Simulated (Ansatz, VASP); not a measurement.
# NaCl: VASP beside Ansatz

```
Na Cl
1.0
     3.45798   -0.01307   -0.00640
    -0.01307    3.50510   -0.01440
    -0.00640   -0.01440    3.47901
Na Cl
1 1
Direct
  0.00000 0.00000 0.00000
  0.50000 0.50000 0.50000
```

Alike in both runs: task single point; functional PBE; k mesh 2 × 2 × 2; occupations gaussian, width 0.1 eV; collinear spin; Hubbard terms Cl p U = 3.0 eV.

|  | VASP | Ansatz |
| --- | --- | --- |
| version | VASP 6.6.1 | Ansatz 0.2.0 |
| potentials or method | VASP PAW PBE potentials, release 64 (Na_sv, Cl) | scalar-relativistic, plane waves, PAW |
| plane-wave cutoff (eV) | 1130 | 420 |
| valence electrons in the cell | 16 | 16 |

Ansatz gave:

* gap on the k mesh at the Fermi level (eV): 5.12
* least direct gap on the mesh (eV): 5.63
* pressure (GPa): 4.4
* traceless stress, the component that is largest in VASP (GPa): -0.75
* net moment per atom (μB): 0.00

What did VASP give for the same quantities?

gap on the k mesh at the Fermi level (eV): 4.01; least direct gap on the mesh (eV): 4.50; pressure (GPa): 3.9; traceless stress, the component that is largest in VASP (GPa): -0.72; net moment per atom (μB): 0.00.

The programs project onto different local orbitals, so the same U acts differently, and such runs can settle in different states. Ansatz's warnings: seeded moment not kept.

The k mesh is coarse, so the values compare programs but aren't converged.
